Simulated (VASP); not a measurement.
# MnB3Ir (Pm-3m) in VASP: further runs

MnB3Ir is run at these levels: PBE; tasks: single point, relaxation of cell and atoms.

Everything below comes from runs of VASP 6.6.1. Logs are shortened: lines on timing, memory, paths and dates and some standing lists are left out, and cuts for length are marked.

### 1 The cell of the first run

Symmetry: Pm-3m, No. 221, cubic system. The conventional cell has a = 3.770 Å, b = 3.770 Å, c = 3.770 Å, α = 90.00°, β = 90.00°, γ = 90.00°. Mn (site symmetry m-3m) has 12 B at 2.67 Å and 8 Ir at 3.26 Å within 3.5 Å. Within 2.5 Å of B (site symmetry 4/mmm) lie 2 Ir at 1.88 Å. Ir (site symmetry m-3m) has 6 B at 1.88 Å within 2.5 Å.

### 2 Single point, PBE, collinear spin, ferromagnetic start

INCAR reads:

```
SYSTEM = MnB3Ir
  ALGO = Normal
  EDIFF = 1E-6
  ENCUT = 520
  GGA = PE
  ISIF = 2
  ISMEAR = 0
  ISPIN = 2
  LASPH = .TRUE.
  LCHARG = .FALSE.
  LMAXMIX = 4
  LORBIT = 11
  LREAL = .FALSE.
  LWAVE = .FALSE.
  MAGMOM = 4 0 0 0 0
  NBANDS = 28
  NELM = 150
  PREC = Accurate
  SIGMA = 0.1
```

KPOINTS reads:

```
k-points
0
G
  4 4 4
  0 0 0
```

POSCAR reads:

```
MnB3Ir
1.0
    3.7697624700      0.0000000000      0.0000000000
    0.0000000000      3.7697624700      0.0000000000
    0.0000000000      0.0000000000      3.7697624700
Mn B Ir
1 3 1
Direct
    0.0000000000      0.0000000000      0.0000000000
    0.0000000000      0.5000000000      0.5000000000
    0.5000000000      0.5000000000      0.0000000000
    0.5000000000      0.0000000000      0.5000000000
    0.5000000000      0.5000000000      0.5000000000
```

Potentials or basis: VASP PAW PBE potentials, release 64 (Mn_pv, B, Ir).

The run is started by

```bash
> cat potpaw_PBE.64/Mn_pv/POTCAR potpaw_PBE.64/B/POTCAR potpaw_PBE.64/Ir/POTCAR > POTCAR
> mpirun -np 1 vasp_std > vasp.out
```

OUTCAR:

```text
SYSTEM = MnB3Ir
   EDIFF = 1E-6
   ENCUT = 520
   GGA = PE
   ISIF = 2
   ISMEAR = 0
   ISPIN = 2
   LASPH = .TRUE.
   LORBIT = 11
   LREAL = .FALSE.
   NELM = 150
   PREC = Accurate

 ion  position               nearest neighbor table
   1  0.000  0.000  0.000-   2 2.67   3 2.67   4 2.67   2 2.67   4 2.67   2 2.67   3 2.67   2 2.67
                             3 2.67   4 2.67   4 2.67   3 2.67   5 3.26   5 3.26   5 3.26   5 3.26
   2  0.000  0.500  0.500-   5 1.88   5 1.88   1 2.67   1 2.67   1 2.67   1 2.67
   3  0.500  0.500  0.000-   5 1.88   5 1.88   1 2.67   1 2.67   1 2.67   1 2.67
   4  0.500  0.000  0.500-   5 1.88   5 1.88   1 2.67   1 2.67   1 2.67   1 2.67
   5  0.500  0.500  0.500-   2 1.88   3 1.88   4 1.88   3 1.88   4 1.88   2 1.88   1 3.26   1 3.26
                             1 3.26   1 3.26   1 3.26   1 3.26   1 3.26   1 3.26

  LATTYP: Found a simple cubic cell.
 ALAT       =     3.7697624700

  Lattice vectors:

 A1 = (   3.7697624700,   0.0000000000,   0.0000000000)
 A2 = (   0.0000000000,   3.7697624700,   0.0000000000)
 A3 = (   0.0000000000,   0.0000000000,   3.7697624700)

Analysis of symmetry for initial positions (statically):
=====================================================================
 Subroutine PRICEL returns:
 Original cell was already a primitive cell.

 Routine SETGRP: Setting up the symmetry group for a
 simple cubic supercell.

 Subroutine GETGRP returns: Found 48 space group operations
[... 9 lines left out ...]

 Routine SETGRP: Setting up the symmetry group for a
 simple cubic supercell.

 Subroutine GETGRP returns: Found 48 space group operations
 (whereof 48 operations were pure point group operations)
 out of a pool of 48 trial point group operations.

The dynamic configuration has the point symmetry O_h .

Analysis of structural, dynamic, and magnetic symmetry:
=====================================================================
 Subroutine PRICEL returns:
 Original cell was already a primitive cell.

 Routine SETGRP: Setting up the symmetry group for a
 simple cubic supercell.

 Subroutine GETGRP returns: Found 48 space group operations
 (whereof 48 operations were pure point group operations)
 out of a pool of 48 trial point group operations.

The overall configuration has the point symmetry O_h .

 Subroutine INISYM returns: Found 48 space group operations
[... 5 lines left out ...]
                                     Primitive cell

  volume of cell :      53.5725

  direct lattice vectors                    reciprocal lattice vectors
     3.769762470  0.000000000  0.000000000     0.265268703  0.000000000  0.000000000
     0.000000000  3.769762470  0.000000000     0.000000000  0.265268703  0.000000000
     0.000000000  0.000000000  3.769762470     0.000000000  0.000000000  0.265268703

[... 107 lines left out ...]
  energy-cutoff  :      520.00
  volume of cell :       53.57
 maximum number of plane-waves:      1472
   NGX = 15   NGY = 15   NGZ = 15

 number of electron      31.0000035 magnetization       3.8006574

 Free energy of the ion-electron system (eV)
  ---------------------------------------------------
  ext. energy  EPLUGINS =         0.00000000
  ---------------------------------------------------
  free energy    TOTEN  =       -30.79490945 eV

  energy without entropy =      -30.77337561  energy(sigma->0) =      -30.78414253

 E-fermi :   8.7756     XC(G=0): -12.0855

 val. band max:        8.7677025848   @ k =   0.5000   0.2500   0.0000
 cond. band min:       8.7803513812   @ k =   0.5000   0.5000   0.0000
 fundamental gap:      0.0126487964
 Fermi energy:         8.7756029332

 spin component 1

 k-point     1 :       0.0000    0.0000    0.0000
  band No.  band energies     occupation
      1     -41.3652      1.00000
      2     -41.3652      1.00000
      3     -41.3652      1.00000
      4      -5.0963      1.00000
      5      -1.4842      1.00000
      6      -1.4842      1.00000
[... 289 lines left out ...]
     26      22.9467      0.00000
     27      22.9522      0.00000
 Fermi energy:         8.7756029332

 spin component 2

 k-point     1 :       0.0000    0.0000    0.0000
  band No.  band energies     occupation
      1     -37.6244      1.00000
      2     -37.6244      1.00000
      3     -37.6244      1.00000
      4      -5.0289      1.00000
      5      -1.4195      1.00000
      6      -1.4195      1.00000
[... 289 lines left out ...]
     26      23.1602      0.00000
     27      23.1602      0.00000
 [bands above 27 left out]

------------------------ aborting loop because EDIFF is reached ----------------------------------------

  FORCE on cell =-STRESS in cart. coord.  units (eV):
  Direction    XX          YY          ZZ          XY          YZ          ZX
  --------------------------------------------------------------------------------------
  -------------------------------------------------------------------------------------
  Total       17.6790522     17.6790522     17.6790522     -0.0000000     -0.0000000      0.0000000
  in kB      528.7222671    528.7222671    528.7222671     -0.0000000     -0.0000000      0.0000000
  external PRESSURE =     528.7222671 kB  Pullay stress =       0.0000000 kB

 VOLUME and BASIS-vectors are now :
 -----------------------------------------------------------------------------
  energy-cutoff  :      520.00
  volume of cell :       53.57
      direct lattice vectors                 reciprocal lattice vectors
     3.769762470  0.000000000  0.000000000     0.265268703  0.000000000  0.000000000
     0.000000000  3.769762470  0.000000000     0.000000000  0.265268703  0.000000000
     0.000000000  0.000000000  3.769762470     0.000000000  0.000000000  0.265268703

 POSITION                                       TOTAL-FORCE (eV/Angst)
 -----------------------------------------------------------------------------------
      0.00000      0.00000      0.00000         0.000000      0.000000      0.000000
      0.00000      1.88488      1.88488         0.000000      0.000000      0.000000
      1.88488      1.88488      0.00000         0.000000      0.000000      0.000000
      1.88488      0.00000      1.88488         0.000000      0.000000      0.000000
      1.88488      1.88488      1.88488         0.000000      0.000000      0.000000
 -----------------------------------------------------------------------------------
    total drift:                               -0.000000      0.000000      0.000000

  FREE ENERGIE OF THE ION-ELECTRON SYSTEM (eV)
  ---------------------------------------------------
  free  energy   TOTEN  =       -30.7949094487 eV

  energy  without entropy=      -30.7733756111  energy(sigma->0) =      -30.78414253

 total charge

# of ion       s       p       d       tot
------------------------------------------
    1        0.208   6.108   5.141  11.457
    2        0.777   1.088   0.000   1.865
    3        0.777   1.088   0.000   1.865
    4        0.777   1.088   0.000   1.865
    5        1.024   1.623   7.691  10.337
--------------------------------------------------
tot          3.563  10.995  12.831  27.389

 magnetization (x)

# of ion       s       p       d       tot
------------------------------------------
    1        0.075   0.012   3.480   3.567
    2        0.009  -0.012   0.000  -0.003
    3        0.009  -0.012   0.000  -0.003
    4        0.009  -0.012   0.000  -0.003
    5        0.022   0.099   0.108   0.229
--------------------------------------------------
tot          0.124   0.074   3.588   3.786
```

stdout:

```text
POSCAR found type information on POSCAR MnB Ir
 POSCAR found :  3 types and       5 ions
 scaLAPACK will be used
 LDA part: xc-table for (Slater+PW92), standard interpolation
 POSCAR, INCAR and KPOINTS ok, starting setup
 FFT: planning ... GRIDC
 FFT: planning ... GRID_SOFT
 FFT: planning ... GRID
 WAVECAR not read
 entering main loop
```

Run time: 20 s. Hardware: 1 thread of Intel Xeon 6975P-C (Granite Rapids), shared host; peak memory 0.18 GiB.

Results:

```
Free energy                                           : -30.7949 eV
Pressure                                              : 52.9 GPa
Net moment                                            : 3.80 μB per cell
Site moments                                          : Mn +3.57; B -0.00; Ir +0.23 μB
Valence electrons inside the program's atomic spheres : Mn 11.46; B 1.86; Ir 10.34
```

Levels at points of the mesh, in eV from the Fermi level:
Spin up:
| k point | band 14 | band 15 | band 16 | band 17 | band 18 | band 19 | band 20 | band 21 |
| --- | --- | --- | --- | --- | --- | --- | --- | --- |
| (0.00, 0.00, 0.00) | -2.93 | -2.59 | -2.59 | -2.59 | 0.92 | 0.92 | 0.92 | 1.84 |
| (0.50, 0.00, 0.00) | -2.87 | -2.40 | -0.77 | -0.77 | 0.23 | 1.27 | 2.87 | 2.87 |
| (0.50, 0.50, 0.00) | -2.49 | -2.33 | -2.32 | -0.81 | -0.07 | 0.00 | 0.00 | 4.22 |
| (0.50, 0.50, 0.50) | -2.22 | -1.67 | -1.67 | -1.67 | -0.32 | 0.74 | 0.74 | 0.74 |
Spin down:
```csv
k point,band 10,band 11,band 12,band 13,band 14,band 15,band 16,band 17,band 18,band 19
"(0.00, 0.00, 0.00)",-4.31,-4.31,-4.31,-0.81,-0.81,0.76,0.76,0.76,0.92,0.92
"(0.50, 0.00, 0.00)",-5.19,-3.58,-3.58,-2.93,-0.42,0.68,1.22,1.39,1.39,2.79
"(0.50, 0.50, 0.00)",-6.95,-6.95,-0.71,-0.69,-0.06,-0.06,0.37,0.54,0.54,1.19
"(0.50, 0.50, 0.50)",-7.32,-7.32,-7.32,0.64,0.64,0.88,0.88,0.88,0.89,1.81
```

Caveat: the k points lie up to 0.42 Å⁻¹ apart; spin-orbit coupling is left out, which moves the levels of the heavy elements; a cell with one magnetic atom can't hold antiferromagnetic order, which such compounds often take.

### 3 Single point, PBE, collinear spin, ferromagnetic start

This run uses another cell than the first one, of 13.50 Å³/atom, 1.260 times its volume.

INCAR reads:

```
SYSTEM = MnB3Ir
ALGO = Normal
EDIFF = 1E-6
ENCUT = 520
GGA = PE
ISIF = 2
ISMEAR = 0
ISPIN = 2
LASPH = .TRUE.
LCHARG = .FALSE.
LMAXMIX = 4
LORBIT = 11
LREAL = .FALSE.
LWAVE = .FALSE.
MAGMOM = 4 0 0 0 0
NBANDS = 28
NELM = 150
PREC = Accurate
SIGMA = 0.1
```

KPOINTS is that of step 2.

Changes to POSCAR since step 2:

```diff
@@ -2,5 +2,5 @@
 1.0
-    3.7697624700      0.0000000000      0.0000000000
-    0.0000000000      3.7697624700      0.0000000000
-    0.0000000000      0.0000000000      3.7697624700
+    4.0715135106      0.0000000000      0.0000000000
+    0.0000000000      4.0715135106      0.0000000000
+    0.0000000000      0.0000000000      4.0715135106
 Mn B Ir
```

Potentials or basis: VASP PAW PBE potentials, release 64 (Mn_pv, B, Ir).

The run is started by

```bash
> cat potpaw_PBE.64/Mn_pv/POTCAR potpaw_PBE.64/B/POTCAR potpaw_PBE.64/Ir/POTCAR > POTCAR
> mpirun -np 1 vasp_std > vasp.out
```

OUTCAR:

```text
SYSTEM = MnB3Ir
   EDIFF = 1E-6
   ENCUT = 520
   GGA = PE
   ISIF = 2
   ISMEAR = 0
   ISPIN = 2
   LASPH = .TRUE.
   LORBIT = 11
   LREAL = .FALSE.
   NELM = 150
   PREC = Accurate

 ion  position               nearest neighbor table
   1  0.000  0.000  0.000-
   2  0.000  0.500  0.500-   5 2.04   5 2.04
   3  0.500  0.500  0.000-   5 2.04   5 2.04
   4  0.500  0.000  0.500-   5 2.04   5 2.04
   5  0.500  0.500  0.500-   2 2.04   3 2.04   4 2.04   3 2.04   4 2.04   2 2.04

  LATTYP: Found a simple cubic cell.
 ALAT       =     4.0715135106

  Lattice vectors:

 A1 = (   4.0715135106,   0.0000000000,   0.0000000000)
 A2 = (   0.0000000000,   4.0715135106,   0.0000000000)
 A3 = (   0.0000000000,   0.0000000000,   4.0715135106)

Analysis of symmetry for initial positions (statically):
=====================================================================
 Subroutine PRICEL returns:
 Original cell was already a primitive cell.

 Routine SETGRP: Setting up the symmetry group for a
 simple cubic supercell.

 Subroutine GETGRP returns: Found 48 space group operations
[... 9 lines left out ...]

 Routine SETGRP: Setting up the symmetry group for a
 simple cubic supercell.

 Subroutine GETGRP returns: Found 48 space group operations
 (whereof 48 operations were pure point group operations)
 out of a pool of 48 trial point group operations.

The dynamic configuration has the point symmetry O_h .

Analysis of structural, dynamic, and magnetic symmetry:
=====================================================================
 Subroutine PRICEL returns:
 Original cell was already a primitive cell.

 Routine SETGRP: Setting up the symmetry group for a
 simple cubic supercell.

 Subroutine GETGRP returns: Found 48 space group operations
 (whereof 48 operations were pure point group operations)
 out of a pool of 48 trial point group operations.

[... 140 lines left out ...]

 val. band max:        6.0638280099   @ k =   0.2500   0.0000   0.0000
 cond. band min:       6.1550372431   @ k =   0.5000   0.2500   0.2500
 fundamental gap:      0.0912092332
 Fermi energy:         6.0973404507

 spin component 1

 k-point     1 :       0.0000    0.0000    0.0000
  band No.  band energies     occupation
      1     -44.3141      1.00000
      2     -44.3141      1.00000
      3     -44.3141      1.00000
      4      -5.7786      1.00000
      5      -2.4445      1.00000
      6      -2.4445      1.00000
[... 289 lines left out ...]
     26      17.5822      0.00000
     27      17.8226      0.00000
 Fermi energy:         6.0973404507

 spin component 2

 k-point     1 :       0.0000    0.0000    0.0000
  band No.  band energies     occupation
      1     -40.1568      1.00000
      2     -40.1568      1.00000
      3     -40.1568      1.00000
      4      -5.7415      1.00000
      5      -2.4192      1.00000
      6      -2.4192      1.00000
[... 289 lines left out ...]
     26      17.6529      0.00000
     27      18.5313      0.00000
 [bands above 27 left out]

------------------------ aborting loop because EDIFF is reached ----------------------------------------

  FORCE on cell =-STRESS in cart. coord.  units (eV):
  Direction    XX          YY          ZZ          XY          YZ          ZX
  --------------------------------------------------------------------------------------
  -------------------------------------------------------------------------------------
  Total        0.1478250      0.1478250      0.1478250     -0.0000000     -0.0000000      0.0000000
  in kB        3.5090613      3.5090613      3.5090613     -0.0000000     -0.0000000      0.0000000
  external PRESSURE =       3.5090613 kB  Pullay stress =       0.0000000 kB

 VOLUME and BASIS-vectors are now :
 -----------------------------------------------------------------------------
  energy-cutoff  :      520.00
  volume of cell :       67.49
      direct lattice vectors                 reciprocal lattice vectors
     4.071513511  0.000000000  0.000000000     0.245608911  0.000000000  0.000000000
     0.000000000  4.071513511  0.000000000     0.000000000  0.245608911  0.000000000
     0.000000000  0.000000000  4.071513511     0.000000000  0.000000000  0.245608911

 POSITION                                       TOTAL-FORCE (eV/Angst)
 -----------------------------------------------------------------------------------
      0.00000      0.00000      0.00000         0.000000      0.000000      0.000000
      0.00000      2.03576      2.03576         0.000000      0.000000      0.000000
      2.03576      2.03576      0.00000         0.000000      0.000000      0.000000
      2.03576      0.00000      2.03576         0.000000      0.000000      0.000000
      2.03576      2.03576      2.03576         0.000000      0.000000      0.000000
 -----------------------------------------------------------------------------------
    total drift:                                0.000000      0.000000     -0.000000

  FREE ENERGIE OF THE ION-ELECTRON SYSTEM (eV)
  ---------------------------------------------------
  free  energy   TOTEN  =       -32.7337121432 eV

  energy  without entropy=      -32.7221058805  energy(sigma->0) =      -32.72790901

 total charge

# of ion       s       p       d       tot
------------------------------------------
    1        0.232   6.060   5.014  11.306
    2        0.758   0.893   0.000   1.652
    3        0.758   0.893   0.000   1.652
    4        0.758   0.893   0.000   1.652
    5        0.849   1.234   7.217   9.300
--------------------------------------------------
tot          3.356   9.975  12.232  25.562

 magnetization (x)

# of ion       s       p       d       tot
------------------------------------------
    1        0.091   0.008   3.863   3.961
    2        0.010  -0.020   0.000  -0.010
    3        0.010  -0.020   0.000  -0.010
    4        0.010  -0.020   0.000  -0.010
    5        0.015   0.061   0.055   0.130
--------------------------------------------------
tot          0.134   0.008   3.917   4.060
```

stdout:

```text
POSCAR found type information on POSCAR MnB Ir
 POSCAR found :  3 types and       5 ions
 scaLAPACK will be used
 LDA part: xc-table for (Slater+PW92), standard interpolation
 POSCAR, INCAR and KPOINTS ok, starting setup
 FFT: planning ... GRIDC
 FFT: planning ... GRID_SOFT
 FFT: planning ... GRID
 WAVECAR not read
 entering main loop
```

Run time: 21 s. Hardware: 1 thread of Intel Xeon 6975P-C (Granite Rapids), shared host; peak memory 0.2 GiB.

What came out:

- Free energy: -32.7337 eV
- Pressure: 0.4 GPa
- Net moment: 4.16 μB per cell
- Site moments: Mn +3.96; B -0.01; Ir +0.13 μB
- Valence electrons inside the program's atomic spheres: Mn 11.31; B 1.65; Ir 9.30

Levels at points of the mesh, in eV from the Fermi level:
Spin up:
| k point | band 16 | band 17 | band 18 | band 19 | band 20 | band 21 |
| --- | --- | --- | --- | --- | --- | --- |
| (0.00, 0.00, 0.00) | -2.70 | -2.70 | 0.86 | 1.37 | 1.37 | 1.37 |
| (0.50, 0.00, 0.00) | -1.07 | -1.07 | -0.34 | 1.10 | 2.45 | 2.45 |
| (0.50, 0.50, 0.00) | -2.58 | -0.77 | -0.39 | 0.18 | 0.18 | 3.46 |
| (0.50, 0.50, 0.50) | -2.21 | -2.21 | -0.42 | 0.60 | 0.60 | 0.60 |
Spin down:
| k point | band 11 | band 12 | band 13 | band 14 | band 15 | band 16 |
| --- | --- | --- | --- | --- | --- | --- |
| (0.00, 0.00, 0.00) | -3.40 | -3.40 | -0.23 | -0.23 | 1.06 | 1.06 |
| (0.50, 0.00, 0.00) | -2.69 | -2.69 | -1.75 | -0.35 | 0.93 | 1.05 |
| (0.50, 0.50, 0.00) | -5.23 | -0.69 | -0.44 | 0.11 | 0.11 | 0.67 |
| (0.50, 0.50, 0.50) | -6.64 | -6.64 | 0.70 | 0.70 | 0.70 | 0.87 |

Caveat: the k points lie up to 0.39 Å⁻¹ apart; spin-orbit coupling is left out, which moves the levels of the heavy elements; a cell with one magnetic atom can't hold antiferromagnetic order, which such compounds often take.

(Part 1 of 2 ends here.)
